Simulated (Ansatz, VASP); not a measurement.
# One calculation of FeO, two programs

File POSCAR:

```
FeO
1.0
    1.5176821100      0.8762341800      2.5157945800
   -1.5176821100      0.8762341800      2.5157945800
    0.0000000000     -1.7524683500      2.5157945800
Fe O
1 1
Direct
    0.0000000000      0.0000000000      0.0000000000
    0.5000000000      0.5000000000      0.5000000000
```

INCAR.step1

```
SYSTEM = FeO
PREC = Accurate
ENCUT = 660
ISMEAR = 0
SIGMA = 0.05
LREAL = .False.
LASPH = .True.
NELM = 200
LMAXMIX = 4
LDAU = .True.
LDAUTYPE = 2
LDAUL = 2 -1
LDAUU = 2 0
LDAUJ = 0 0
NBANDS = 18
GGA = PE
ALGO = Normal
EDIFF = 1E-5
LWAVE = .True.
LCHARG = .False.
GGA_COMPAT = .False.
```

File INCAR.step2:

```
SYSTEM = FeO
PREC = Accurate
ENCUT = 660
EDIFF = 1E-6
ISMEAR = 0
SIGMA = 0.05
LREAL = .False.
LASPH = .True.
NELM = 200
ALGO = Normal
ISIF = 2
LWAVE = .False.
LCHARG = .False.
LMAXMIX = 4
LDAU = .True.
LDAUTYPE = 2
LDAUL = 2 -1
LDAUU = 2 0
LDAUJ = 0 0
LDAUPRINT = 1
METAGGA = R2SCAN
LMIXTAU = .True.
NBANDS = 18
ISTART = 1
GGA_COMPAT = .False.
```

Contents of KPOINTS:

```
regular mesh
0
Gamma
  8 8 8
  0 0 0
```

Input for Ansatz:

```yaml
crystal:
  lattice:
    - [1.51768211, 0.87623418, 2.51579458]
    - [-1.51768211, 0.87623418, 2.51579458]
    - [0.0, -1.75246835, 2.51579458]
  atoms:
    - { symbol: Fe, position: [0.0, 0.0, 0.0] }
    - { symbol: O, position: [0.5, 0.5, 0.5] }
basis:
  ecutwfc: 500
  ecutrho_ratio: 4
kpoints:
  mp_grid: { grid: [8, 8, 8] }
hamiltonian:
  xc: r2scan
  hubbard: { sites: [{ site: 0, l: d, u_eff: 2.0 }] }
scf:
  occupations: { method: gaussian, width: 0.05 }
  lower_state_search: "off"
  max_iter: 150
output:
  forces: true
  stress: true
  eigenvalues: true
  populations: true
  hubbard: { sites: [{ site: 0, l: d }] }
```

Alike in both runs: task single point; functional r2SCAN; k mesh 8 × 8 × 8; occupations gaussian, width 0.05 eV; no spin polarisation; Hubbard terms Fe d U = 2.0 eV.

|  | VASP | Ansatz |
| --- | --- | --- |
| version | VASP 6.6.1 | Ansatz 0.2.0 |
| potentials or method | VASP PAW PBE potentials, release 64 (Fe_sv, O), cutoff 660 eV | scalar-relativistic, plane waves, PAW |
| valence electrons in the cell | 22 | 22 |

Ansatz gave:

```
gap on the k mesh at the Fermi level (eV) : 1.96
least direct gap on the mesh (eV)         : 2.45
```

Task: Which values does VASP return?

Result: gap on the k mesh at the Fermi level (eV): 1.75; least direct gap on the mesh (eV): 2.23.

VASP's potentials were made for PBE, not for r2SCAN. The programs project onto different local orbitals, so the same U acts differently, and such runs can settle in different states.
